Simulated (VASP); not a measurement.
Wanted: the native input for a VASP 6.6.1 run.

- Task: electric field gradients
- Functional: LDA
- Potentials or basis: VASP PAW LDA potentials, release 64 (Sc_sv)
- Cutoff: 520 eV
- k mesh: 13 × 13 × 13
- Occupations: fermi-dirac, width 0.08 eV
- Spin: no spin polarisation
- Dipole correction: no
- Further INCAR settings: ALGO = Normal; EDIFF = 1e-08; NBANDS = 12

The structure of Sc lies in POSCAR:

```
Sc
1.0
    0.0000000000      2.2797502870      2.2797502870
    2.2797502870      0.0000000000      2.2797502870
    2.2797502870      2.2797502870      0.0000000000
Sc
1
Direct
    0.0000000000      0.0000000000      0.0000000000
```

This cell differs from its parent crystal: volume scaled by 0.9405.

These files were run (other wordings do the same):

INCAR

```
PREC     = Accurate       # precision mode
ENCUT    = 520            # plane-wave cutoff, eV
EDIFF    = 1E-8           # SCF threshold, eV
ISMEAR   = -1             # smearing method
SIGMA    = 0.08           # smearing width, eV
LREAL    = F              # projectors in reciprocal space
LASPH    = T              # aspherical terms in the spheres
NELM     = 100            # most SCF steps
ALGO     = Normal         # electronic algorithm
ISIF     = 2              # what is computed and relaxed
LWAVE    = F              # write WAVECAR
LCHARG   = F              # write CHGCAR
LEFG     = T            
NBANDS   = 12             # bands
```

KPOINTS

```
Automatic mesh
0
Gamma
  13 13 13
```

Potentials or basis: VASP PAW LDA potentials, release 64 (Sc_sv).

Launch:

```console
$ cat potpaw_LDA.64/Sc_sv/POTCAR > POTCAR
$ mpirun -np 1 vasp_std > vasp.out
```

It gave:

The pressure is -2.9 GPa.

Caveat: without QUAD_EFG the Cq values of the log hold for a quadrupole moment of 1 mb, not for the nuclei.

It used 36 s of CPU time on 1 thread of AMD EPYC 7R13 Processor (Zen 3), with other jobs on the host.
